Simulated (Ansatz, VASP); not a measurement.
## H: VASP beside Ansatz

```
H
1.0
    -1.63864    1.63864    2.19351
     1.63864   -1.63864    2.19351
     1.63864    1.63864   -2.19351
H
2
Direct
  0.90986 0.90986 0.00000
  0.09014 0.09014 0.00000
```

Alike in both runs: task single point; functional r2SCAN; k mesh 10 × 10 × 10; occupations gaussian, width 0.05 eV; no spin polarisation.

|  | VASP | Ansatz |
| --- | --- | --- |
| version | VASP 6.6.1 | Ansatz 0.2.0 |
| potentials or method | VASP PAW PBE potentials, release 64 (H), cutoff 520 eV | scalar-relativistic, plane waves, PAW |
| valence electrons in the cell | 2 | 2 |

|  | VASP | Ansatz | Ansatz less VASP |
| --- | --- | --- | --- |
| gap on the k mesh at the Fermi level (eV) | 9.27 | 9.26 | -0.008 |
| least direct gap on the mesh (eV) | 9.58 | 9.56 | -0.016 |
| pressure (GPa) | -2.7 | -2.5 | +0.17 |
| traceless stress, the component that is largest in VASP (GPa) | -5.41 | -5.45 | -0.041 |
| rms of the force components (eV/Å) | 0.869 | 0.878 | +0.0088 |

VASP's potentials were made for PBE, not for r2SCAN. Atom by atom the forces differ by 0.009 eV/Å (rms over components).
